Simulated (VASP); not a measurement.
# Ti2H (Pn-3m) in VASP: further runs

The runs below take Ti2H through single point, with PBEsol.

Program: VASP 6.6.1. These are calculated values, not measurements. Logs are shortened: lines on timing, memory, paths and dates and some standing lists are left out, and cuts for length are marked.

### Step 1. The cell of the first run

It takes space group Pn-3m (No. 224, cubic). Conventional cell: a = 4.053 Å, b = 4.053 Å, c = 4.053 Å, α = 90.00°, β = 90.00°, γ = 90.00°. Within 2.3 Å of Ti (site symmetry -3m) lie 2 H at 1.75 Å. Within 2.3 Å of H (site symmetry -43m) lie 4 Ti at 1.75 Å.

### Step 2. Single point, PBEsol

Contents of INCAR:

```
PREC = Accurate
ENCUT = 520
EDIFF = 1E-6
ISMEAR = -1
SIGMA = 0.1
LREAL = False
LASPH = True
NELM = 100
ALGO = Normal
ISIF = 2
LWAVE = False
LCHARG = False
GGA = PS
NBANDS = 34
```

Contents of KPOINTS:

```
regular mesh
0
Gamma
  6 6 6
```

Contents of POSCAR:

```
Ti2H
1.0
    4.0527736136      0.0000000000      0.0000000000
    0.0000000000      4.0527736136      0.0000000000
    0.0000000000      0.0000000000      4.0527736136
Ti H
4 2
Direct
    0.2500000000      0.7500000000      0.2500000000
    0.7500000000      0.2500000000      0.2500000000
    0.2500000000      0.2500000000      0.7500000000
    0.7500000000      0.7500000000      0.7500000000
    0.0000000000      0.0000000000      0.0000000000
    0.5000000000      0.5000000000      0.5000000000
```

Potentials or basis: VASP PAW PBE potentials, release 64 (Ti_sv, H).

Started as:

```bash
$ cat potpaw_PBE.64/Ti_sv/POTCAR potpaw_PBE.64/H/POTCAR > POTCAR
$ mpirun -np 1 vasp_std > vasp.out
```

OUTCAR:

```text
PREC = Accurate
   ENCUT = 520
   EDIFF = 1E-6
   ISMEAR = -1
   LREAL = False
   LASPH = True
   NELM = 100
   ISIF = 2
   GGA = PS

 ion  position               nearest neighbor table
   1  0.250  0.750  0.250-   5 1.75   6 1.75   4 2.87   2 2.87   3 2.87   3 2.87   4 2.87   2 2.87
                             3 2.87   3 2.87   2 2.87   4 2.87   4 2.87   2 2.87
   2  0.750  0.250  0.250-   5 1.75   6 1.75   4 2.87   1 2.87   3 2.87   3 2.87   4 2.87   1 2.87
                             4 2.87   4 2.87   1 2.87   3 2.87   3 2.87   1 2.87
   3  0.250  0.250  0.750-   5 1.75   6 1.75   4 2.87   1 2.87   2 2.87   1 2.87   2 2.87   1 2.87
                             4 2.87   1 2.87   2 2.87   4 2.87   2 2.87   4 2.87
   4  0.750  0.750  0.750-   5 1.75   6 1.75   3 2.87   1 2.87   2 2.87   1 2.87   2 2.87   2 2.87
                             3 2.87   2 2.87   1 2.87   3 2.87   1 2.87   3 2.87
   5  0.000  0.000  0.000-   1 1.75   2 1.75   3 1.75   4 1.75
   6  0.500  0.500  0.500-   1 1.75   2 1.75   3 1.75   4 1.75

  LATTYP: Found a simple cubic cell.
 ALAT       =     4.0527736136

  Lattice vectors:

 A1 = (   4.0527736136,   0.0000000000,   0.0000000000)
 A2 = (   0.0000000000,   4.0527736136,   0.0000000000)
 A3 = (   0.0000000000,   0.0000000000,   4.0527736136)

Analysis of symmetry for initial positions (statically):
=====================================================================
 Subroutine PRICEL returns:
 Original cell was already a primitive cell.

 Routine SETGRP: Setting up the symmetry group for a
 simple cubic supercell.

 Subroutine GETGRP returns: Found 48 space group operations
 (whereof 24 operations were pure point group operations)
 out of a pool of 48 trial point group operations.

The static configuration has the point symmetry T_d .
 The point group associated with its full space group is O_h .

Analysis of symmetry for dynamics (positions and initial velocities):
=====================================================================
 Subroutine PRICEL returns:
 Original cell was already a primitive cell.

 Routine SETGRP: Setting up the symmetry group for a
 simple cubic supercell.

 Subroutine GETGRP returns: Found 48 space group operations
 (whereof 24 operations were pure point group operations)
 out of a pool of 48 trial point group operations.

The dynamic configuration has the point symmetry T_d .
 The point group associated with its full space group is O_h .

 Subroutine INISYM returns: Found 48 space group operations
 (whereof 24 operations are pure point group operations),
 and found     1 'primitive' translations

----------------------------------------------------------------------------------------

                                     Primitive cell

  volume of cell :      66.5667

  direct lattice vectors                    reciprocal lattice vectors
     4.052773614  0.000000000  0.000000000     0.246744599  0.000000000  0.000000000
     0.000000000  4.052773614  0.000000000     0.000000000  0.246744599  0.000000000
     0.000000000  0.000000000  4.052773614     0.000000000  0.000000000  0.246744599

  length of vectors
     4.052773614  4.052773614  4.052773614     0.246744599  0.246744599  0.246744599

  position of ions in fractional coordinates (direct lattice)
     0.250000000  0.750000000  0.250000000
     0.750000000  0.250000000  0.250000000
     0.250000000  0.250000000  0.750000000
     0.750000000  0.750000000  0.750000000
     0.000000000  0.000000000  0.000000000
     0.500000000  0.500000000  0.500000000

  ion indices of the primitive-cell ions
   primitive index   ion index
                 1           1
                 2           2
                 3           3
                 4           4
                 5           5
                 6           6

----------------------------------------------------------------------------------------

 KPOINTS: regular mesh

Automatic generation of k-mesh.
 Grid dimensions read from file:
 generate k-points for:    6    6    6

 Generating k-lattice:

  Cartesian coordinates                     Fractional coordinates (reciprocal lattice)
     0.041124100  0.000000000  0.000000000     0.166666667  0.000000000  0.000000000
     0.000000000  0.041124100  0.000000000     0.000000000  0.166666667  0.000000000
     0.000000000  0.000000000  0.041124100     0.000000000  0.000000000  0.166666667

  Length of vectors
     0.041124100  0.041124100  0.041124100

  Shift w.r.t. Gamma in fractional coordinates (k-lattice)
     0.000000000  0.000000000  0.000000000

 Subroutine IBZKPT returns following result:
 ===========================================

 Found     20 irreducible k-points:

 Following reciprocal coordinates:
            Coordinates               Weight
  0.000000  0.000000  0.000000      1.000000
  0.166667  0.000000  0.000000      6.000000
  0.333333  0.000000  0.000000      6.000000
  0.500000  0.000000  0.000000      3.000000
  0.166667  0.166667  0.000000     12.000000
  0.333333  0.166667  0.000000     24.000000
[... 12 lines left out ...]
  0.500000  0.500000  0.333333      6.000000
  0.500000  0.500000  0.500000      1.000000
   k-points           NKPTS =     20   k-points in BZ     NKDIM =     20   number of bands    NBANDS=     34
   number of dos      NEDOS =    301   number of ions     NIONS =      6
   total plane-waves  NPLWV =  27000
   dimension x,y,z NGX =    30 NGY =   30 NGZ =   30
   dimension x,y,z NGXF=    60 NGYF=   60 NGZF=   60
   ions per type =               4   2
   NGX,Y,Z   is equivalent  to a cutoff of  12.31, 12.31, 12.31 a.u.
   NGXF,Y,Z  is equivalent  to a cutoff of  24.61, 24.61, 24.61 a.u.
 SYSTEM =  unknown system
   PREC   = accura    normal or accurate (medium, high low for compatibility)
   ISTART =      0    job   : 0-new  1-cont  2-samecut
   ICHARG =      2    charge: 1-file 2-atom 10-const
   ISPIN  =      1    spin polarized calculation?
   LNONCOLLINEAR =      F non collinear calculations
   LSORBIT =      F    spin-orbit coupling
   LASPH  =      T    aspherical Exc in radial PAW
   ENCUT  =  520.0 eV  38.22 Ry    6.18 a.u.   7.54  7.54  7.54*2*pi/ulx,y,z
   NELM   =    100;   NELMIN=  2; NELMDL= -5     # of ELM steps
   EDIFF  = 0.1E-05   stopping-criterion for ELM
   LREAL  =      F    real-space projection
   EDIFFG = 0.1E-04   stopping-criterion for IOM
   NSW    =      0    number of steps for IOM
   IBRION =     -1    ionic relax: 0-MD 1-quasi-New 2-CG
   NFREE  =      0    steps in history (QN), initial steepest desc. (CG)
   ISIF   =      2    stress and relaxation
   ISYM   =      2    0-nonsym 1-usesym 2-fastsym
   POTIM  = 0.5000    time-step for ionic-motion
   TEBEG  =    0.0;   TEEND  =   0.0 temperature during run
   PSTRESS=    0.0 pullay stress
   NELECT =      50.0000    total number of electrons
   NUPDOWN=      -1.0000    fix difference up-down
   EMIN   =  10.00;   EMAX   =-10.00  energy-range for DOS
   EFERMI =   0.00;   METHOD = LEGACY
   ISMEAR =    -1;   SIGMA  =   0.10  broadening in eV -4-tet -1-fermi 0-gaus
   EFERMI_NEDOS =   21; number of points for ismear=-14 and -15
   IALGO  =     38    algorithm
   IMIX   =      4    mixing-type and parameters
     AMIX     =   0.40;   BMIX     =  1.00
     AMIX_MAG =   1.60;   BMIX_MAG =  1.00
  volume/ion in A,a.u.               =      11.09        74.87
  Fermi-wavevector in a.u.,A,eV,Ry     =   1.488147  2.812190 30.131209  2.214581
  Thomas-Fermi vector in A             =   2.601218
   LORBIT       =      0    0 simple, 1 ext, 2 COOP (PROOUT), +10 PAW based schemes
   GGA     = PS    functional components
   LHFCALC =     F    Hartree Fock is set to
   AEXX    =    0.0000 exact exchange contribution
   IVDW    =     0    specifies the selected vdW correction
   LEPSILON=     F    determine dielectric tensor
   LRPA    =     F    only Hartree local field effects (RPA)
 non-spin polarized calculation
  energy-cutoff  :      520.00
  volume of cell :       66.57
 maximum number of plane-waves:      1856
   NGX = 15   NGY = 15   NGZ = 15

 number of electron      50.0000001 magnetization

 Free energy of the ion-electron system (eV)
  ---------------------------------------------------
  ext. energy  EPLUGINS =         0.00000000
  ---------------------------------------------------
  free energy    TOTEN  =       -41.14077243 eV

  energy without entropy =      -40.96784032  energy(sigma->0) =      -41.05430637

 E-fermi :   8.9378     XC(G=0): -12.1436

 val. band max:        8.9122321480   @ k =   0.3333   0.0000   0.0000
 cond. band min:       8.9396102124   @ k =   0.5000   0.5000   0.3333
 fundamental gap:      0.0273780644
 Fermi energy:         8.9377630838

 k-point     1 :       0.0000    0.0000    0.0000
  band No.  band energies     occupation
      1     -47.4968      2.00000
      2     -47.2902      2.00000
      3     -47.2902      2.00000
      4     -47.2902      2.00000
      5     -24.3621      2.00000
      6     -24.0918      2.00000
[... 26 lines left out ...]
     33      12.6477      0.00000
     34      12.7778      0.00000

 k-point     2 :       0.1667    0.0000    0.0000
  band No.  band energies     occupation
      1     -47.4830      2.00000
      2     -47.3042      2.00000
      3     -47.2901      2.00000
      4     -47.2901      2.00000
      5     -24.3189      2.00000
      6     -24.0620      2.00000
[... 26 lines left out ...]
     33      12.2875      0.00000
     34      12.5139      0.00000

 k-point     3 :       0.3333    0.0000    0.0000
  band No.  band energies     occupation
      1     -47.4455      2.00000
      2     -47.3422      2.00000
      3     -47.2898      2.00000
      4     -47.2898      2.00000
      5     -24.2015      2.00000
      6     -23.9801      2.00000
[... 26 lines left out ...]
     33      11.7408      0.00000
     34      11.7479      0.00000
[... 556 lines left out ...]
 k-point    19 :       0.5000    0.5000    0.3333
  band No.  band energies     occupation
      1     -47.3480      2.00000
      2     -47.3390      2.00000
      3     -47.3383      2.00000
      4     -47.3383      2.00000
      5     -24.3691      2.00000
      6     -24.1353      2.00000
[... 26 lines left out ...]
     33      12.2944      0.00000
     34      12.3117      0.00000

 k-point    20 :       0.5000    0.5000    0.5000
  band No.  band energies     occupation
      1     -47.3485      2.00000
      2     -47.3381      2.00000
      3     -47.3381      2.00000
      4     -47.3381      2.00000
      5     -24.4178      2.00000
      6     -24.1700      2.00000
[... 26 lines left out ...]
     33      12.5280      0.00000
     34      12.5350      0.00000

------------------------ aborting loop because EDIFF is reached ----------------------------------------

  FORCE on cell =-STRESS in cart. coord.  units (eV):
  Direction    XX          YY          ZZ          XY          YZ          ZX
  --------------------------------------------------------------------------------------
  -------------------------------------------------------------------------------------
  Total        6.0401032      6.0401032      6.0401032     -0.0000000      0.0000000     -0.0000000
  in kB      145.3777373    145.3777373    145.3777373     -0.0000000      0.0000000     -0.0000000
  external PRESSURE =     145.3777373 kB  Pullay stress =       0.0000000 kB

 VOLUME and BASIS-vectors are now :
 -----------------------------------------------------------------------------
  energy-cutoff  :      520.00
  volume of cell :       66.57
      direct lattice vectors                 reciprocal lattice vectors
     4.052773614  0.000000000  0.000000000     0.246744599  0.000000000  0.000000000
     0.000000000  4.052773614  0.000000000     0.000000000  0.246744599  0.000000000
     0.000000000  0.000000000  4.052773614     0.000000000  0.000000000  0.246744599

 POSITION                                       TOTAL-FORCE (eV/Angst)
 -----------------------------------------------------------------------------------
      1.01319      3.03958      1.01319        -0.000000      0.000000     -0.000000
      3.03958      1.01319      1.01319         0.000000      0.000000      0.000000
      1.01319      1.01319      3.03958         0.000000     -0.000000     -0.000000
      3.03958      3.03958      3.03958        -0.000000      0.000000      0.000000
      0.00000      0.00000      0.00000         0.000000     -0.000000      0.000000
      2.02639      2.02639      2.02639         0.000000     -0.000000      0.000000
 -----------------------------------------------------------------------------------
    total drift:                                0.000000      0.000000     -0.000000

  FREE ENERGIE OF THE ION-ELECTRON SYSTEM (eV)
  ---------------------------------------------------
  free  energy   TOTEN  =       -41.1407724280 eV

  energy  without entropy=      -40.9678403220  energy(sigma->0) =      -41.05430637
```

It took 31 s on 1 thread of Intel Xeon Platinum 8488C (Sapphire Rapids), shared host; peak memory 0.18 GiB.

Results:

```yaml
Free_energy: -41.1408 eV
Pressure: 14.5 GPa
Band_gap_on_the_k_mesh: zero (band 25 reaches 9.57 eV, above the bottom of band 26 at 8.42 eV)
```

Caveat: the PAW data sets were made with another functional, which shifts forces and pressure a little.

### Step 3. Single point, PBEsol

This run uses another cell than the first one, of 11.60 Å³/atom, 1.045 times its volume.

Contents of INCAR:

```
SYSTEM = Ti2H
PREC = Accurate
ENCUT = 520
EDIFF = 1E-6
ISMEAR = -1
SIGMA = 0.1
LREAL = .FALSE.
LASPH = .TRUE.
NELM = 100
ALGO = Normal
ISIF = 2
LWAVE = .FALSE.
LCHARG = .TRUE.
GGA = PS
LELF = .TRUE.
LVHAR = .TRUE.
NBANDS = 34
```

Contents of KPOINTS:

```
Automatic mesh
0
G
  6 6 6
  0 0 0
```

POSCAR, as its differences from that of step 2:

```diff
@@ -2,5 +2,5 @@
 1.0
-    4.0527736136      0.0000000000      0.0000000000
-    0.0000000000      4.0527736136      0.0000000000
-    0.0000000000      0.0000000000      4.0527736136
+    4.1132716913      0.0000000000      0.0000000000
+    0.0000000000      4.1132716913      0.0000000000
+    0.0000000000      0.0000000000      4.1132716913
 Ti H
```

Potentials or basis: VASP PAW PBE potentials, release 64 (Ti_sv, H).

Started as:

```bash
$ cat potpaw_PBE.64/Ti_sv/POTCAR potpaw_PBE.64/H/POTCAR > POTCAR
$ mpirun -np 1 vasp_std > vasp.out
```

OUTCAR:

```text
SYSTEM = Ti2H
   PREC = Accurate
   ENCUT = 520
   EDIFF = 1E-6
   ISMEAR = -1
   LREAL = .FALSE.
   LASPH = .TRUE.
   NELM = 100
   ISIF = 2
   GGA = PS

 ion  position               nearest neighbor table
   1  0.250  0.750  0.250-   5 1.78   6 1.78   4 2.91   2 2.91   3 2.91   3 2.91   4 2.91   2 2.91
                             3 2.91   3 2.91   2 2.91   4 2.91   4 2.91   2 2.91
   2  0.750  0.250  0.250-   5 1.78   6 1.78   4 2.91   1 2.91   3 2.91   3 2.91   4 2.91   1 2.91
                             4 2.91   4 2.91   1 2.91   3 2.91   3 2.91   1 2.91
   3  0.250  0.250  0.750-   5 1.78   6 1.78   4 2.91   1 2.91   2 2.91   1 2.91   2 2.91   1 2.91
                             4 2.91   1 2.91   2 2.91   4 2.91   2 2.91   4 2.91
   4  0.750  0.750  0.750-   5 1.78   6 1.78   3 2.91   1 2.91   2 2.91   1 2.91   2 2.91   2 2.91
                             3 2.91   2 2.91   1 2.91   3 2.91   1 2.91   3 2.91
   5  0.000  0.000  0.000-   1 1.78   2 1.78   3 1.78   4 1.78
   6  0.500  0.500  0.500-   1 1.78   2 1.78   3 1.78   4 1.78

  LATTYP: Found a simple cubic cell.
 ALAT       =     4.1132716913

  Lattice vectors:

 A1 = (   4.1132716913,   0.0000000000,   0.0000000000)
 A2 = (   0.0000000000,   4.1132716913,   0.0000000000)
[... 186 lines left out ...]
 Fermi energy:         8.4486878152

 k-point     1 :       0.0000    0.0000    0.0000
  band No.  band energies     occupation
      1     -48.0582      2.00000
      2     -47.8861      2.00000
      3     -47.8861      2.00000
      4     -47.8861      2.00000
      5     -24.8560      2.00000
      6     -24.6142      2.00000
[... 729 lines left out ...]
     33      11.8513      0.00000
     34      11.8739      0.00000

------------------------ aborting loop because EDIFF is reached ----------------------------------------

  FORCE on cell =-STRESS in cart. coord.  units (eV):
  Direction    XX          YY          ZZ          XY          YZ          ZX
  --------------------------------------------------------------------------------------
  -------------------------------------------------------------------------------------
  Total        3.1655430      3.1655430      3.1655430      0.0000000      0.0000000      0.0000000
  in kB       72.8780268     72.8780268     72.8780268      0.0000000      0.0000000      0.0000000
  external PRESSURE =      72.8780268 kB  Pullay stress =       0.0000000 kB

 VOLUME and BASIS-vectors are now :
 -----------------------------------------------------------------------------
  energy-cutoff  :      520.00
  volume of cell :       69.59
      direct lattice vectors                 reciprocal lattice vectors
     4.113271691  0.000000000  0.000000000     0.243115475  0.000000000  0.000000000
     0.000000000  4.113271691  0.000000000     0.000000000  0.243115475  0.000000000
     0.000000000  0.000000000  4.113271691     0.000000000  0.000000000  0.243115475

 POSITION                                       TOTAL-FORCE (eV/Angst)
 -----------------------------------------------------------------------------------
      1.02832      3.08495      1.02832         0.000000     -0.000000     -0.000000
      3.08495      1.02832      1.02832         0.000000     -0.000000     -0.000000
      1.02832      1.02832      3.08495        -0.000000     -0.000000     -0.000000
      3.08495      3.08495      3.08495         0.000000      0.000000      0.000000
      0.00000      0.00000      0.00000        -0.000000      0.000000      0.000000
      2.05664      2.05664      2.05664        -0.000000      0.000000      0.000000
 -----------------------------------------------------------------------------------
    total drift:                                0.000000      0.000000     -0.000000

  FREE ENERGIE OF THE ION-ELECTRON SYSTEM (eV)
  ---------------------------------------------------
  free  energy   TOTEN  =       -41.3467028305 eV

  energy  without entropy=      -41.1665959391  energy(sigma->0) =      -41.25664938
```

OSZICAR:

```text
N       E                     dE             d eps       ncg     rms          rms(c)
DAV:   1     0.643484112997E+03    0.64348E+03   -0.24702E+04  1360   0.182E+03
DAV:   2     0.353765563028E+02   -0.60811E+03   -0.59403E+03  1360   0.553E+02
DAV:   3    -0.404703998559E+02   -0.75847E+02   -0.73442E+02  2264   0.169E+02
DAV:   4    -0.473728937388E+02   -0.69025E+01   -0.68511E+01  1900   0.505E+01
DAV:   5    -0.477661998811E+02   -0.39331E+00   -0.39308E+00  2152   0.979E+00    0.227E+01
DAV:   6    -0.414774135115E+02    0.62888E+01   -0.20719E+01  1626   0.378E+01    0.566E+00
DAV:   7    -0.413112789419E+02    0.16613E+00   -0.33197E+00  1854   0.972E+00    0.298E+00
DAV:   8    -0.413554825212E+02   -0.44204E-01   -0.68856E-01  1708   0.688E+00    0.134E+00
DAV:   9    -0.413467233294E+02    0.87592E-02   -0.17306E-01  1680   0.301E+00    0.351E-01
DAV:  10    -0.413464312311E+02    0.29210E-03   -0.17015E-02  2036   0.740E-01    0.247E-01
DAV:  11    -0.413467230046E+02   -0.29177E-03   -0.69762E-04  1860   0.186E-01    0.133E-01
DAV:  12    -0.413467043217E+02    0.18683E-04   -0.54130E-04  1562   0.162E-01    0.187E-02
DAV:  13    -0.413467030220E+02    0.12997E-05   -0.28015E-05  1786   0.263E-02    0.889E-03
DAV:  14    -0.413467028305E+02    0.19148E-06   -0.18501E-06  1054   0.136E-02
   1 F= -.41346703E+02 E0= -.41256649E+02  d E =-.180107E+00
```

Run time: 28 s. Hardware: 1 thread of Intel Xeon Platinum 8488C (Sapphire Rapids), shared host; peak memory 0.18 GiB.

Results:

- Free energy: -41.3467 eV
- Pressure: 7.3 GPa
- Band gap on the k mesh: zero (band 25 reaches 9.06 eV, above the bottom of band 26 at 7.95 eV)

Levels at points of the mesh, in eV from the Fermi level:
| k point | band 23 | band 24 | band 25 | band 26 | band 27 | band 28 |
| --- | --- | --- | --- | --- | --- | --- |
| (0.00, 0.00, 0.00) | -1.76 | -1.76 | 0.61 | 0.61 | 0.61 | 2.42 |
| (0.50, 0.00, 0.00) | -0.63 | -0.63 | -0.42 | -0.42 | 0.95 | 0.95 |
| (0.50, 0.50, 0.00) | -0.43 | -0.43 | -0.32 | -0.32 | -0.12 | -0.12 |
| (0.50, 0.50, 0.50) | 0.33 | 0.33 | 0.44 | 0.44 | 0.44 | 0.60 |

Caveat: the PAW data sets were made with another functional, which shifts forces and pressure a little.

(Continued in part 2 of 2.)
